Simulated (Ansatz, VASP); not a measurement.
## Two plane-wave programs on Zr2B

```xyz
3
Lattice="3.4219 0.0000 0.0000 -1.7110 2.9635 0.0000 0.0000 0.0000 5.5716" Properties=species:S:1:pos:R:3 pbc="T T T"
Zr    0.0000    1.9756    1.3099
Zr    1.7110    0.9878    4.2616
B     0.0000    0.0000    0.0000
```

Alike in both runs: task relaxation of cell and atoms; functional PBE; k mesh 18 × 18 × 8; occupations gaussian, width 0.1 eV; no spin polarisation.

|  | VASP | Ansatz |
| --- | --- | --- |
| version | VASP 6.6.1 | Ansatz 0.2.0 |
| potentials or method | VASP PAW PBE potentials, release 64 (Zr_sv, B), cutoff 600 eV | scalar-relativistic, plane waves, PAW |
| valence electrons in the cell | 27 | 27 |

```tsv
	VASP	Ansatz	Ansatz less VASP
gap on the k mesh at the Fermi level, each at its own relaxed structure (eV)	none	none	-
relaxed volume (Å³/atom)	18.90	18.90	-0.002
relaxed cell length with the largest relative difference (Å)	3.428	3.428	-0.0002
```

A gap of «none» marks a metal or a gap that the smearing closes.
